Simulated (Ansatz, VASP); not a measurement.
## Two plane-wave programs on B3P

```
B P
1.0
     4.06872    0.00000    0.00000
    -2.03436    3.52362    0.00000
     0.00000    0.00000    2.96263
B P
3 1
Direct
  0.52595 0.47405 0.50000
  0.52595 0.05190 0.50000
  0.94810 0.47405 0.50000
  0.33333 0.66667 0.00000
```

Alike in both runs: functional PBE; k mesh 12 × 12 × 16; occupations gaussian, width 0.1 eV; no spin polarisation.

Ansatz relaxed the structure, and its values are those at the end. VASP's run is a single point on that final structure, the one shown.

|  | VASP | Ansatz |
| --- | --- | --- |
| version | VASP 6.6.1 | Ansatz 0.2.0 |
| potentials or method | VASP PAW PBE potentials, release 64 (B, P), cutoff 500 eV | scalar-relativistic, plane waves, PAW |
| valence electrons in the cell | 14 | 14 |

VASP gave:

```
gap on the k mesh at the Fermi level (eV) : none
pressure (GPa)                            : -0.2
rms of the force components (eV/Å)        : 0.013
```

Question: Which values does Ansatz return?

Answer: gap on the k mesh at the Fermi level (eV): none; pressure (GPa): 0.0; rms of the force components (eV/Å): 0.000.

A gap of «none» marks a metal or a gap that the smearing closes. With one functional, cell and mesh, what is left measures potentials, basis and numerics.
